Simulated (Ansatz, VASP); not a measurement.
## One calculation of Al3GaN4, two programs

```
Al Ga N
1.0
     4.44490   -0.04188    0.03452
    -0.04188    4.41521   -0.00532
     0.03452   -0.00532    4.41050
Al Ga N
3 1 4
Direct
  0.50367 0.50658 0.99979
  0.50962 0.00221 0.50777
  0.99207 0.49429 0.50478
  0.99330 0.99629 0.99966
  0.74178 0.74651 0.25323
  0.74713 0.26188 0.73497
  0.26519 0.74486 0.74884
  0.24723 0.24739 0.25096
```

Change from the starting cell: all atoms moved at random (sigma 0.03 Å a component), cell strained at random (sigma 0.01).

Alike in both runs: task single point; functional PBEsol; k mesh 6 × 6 × 6; occupations gaussian, width 0.05 eV; no spin polarisation.

|  | VASP | Ansatz |
| --- | --- | --- |
| version | VASP 6.6.1 | Ansatz 0.2.0 |
| potentials or method | VASP PAW PBE potentials, release 64 (Al, Ga_d, N), cutoff 520 eV | scalar-relativistic, plane waves, PAW |
| valence electrons in the cell | 42 | 42 |

```csv
,VASP,Ansatz,Ansatz less VASP
gap on the k mesh at the Fermi level (eV),2.84,2.84,+0.001
least direct gap on the mesh (eV),2.84,2.84,+0.001
pressure (GPa),-1.1,-1.0,+0.06
"traceless stress, the component that is largest in VASP (GPa)",5.86,5.81,-0.047
rms of the force components (eV/Å),0.777,0.771,-0.0060
```

VASP's potentials were made for PBE, not for PBEsol. Atom by atom the forces differ by 0.009 eV/Å (rms over components). With one functional, cell and mesh, what is left measures potentials, basis and numerics.
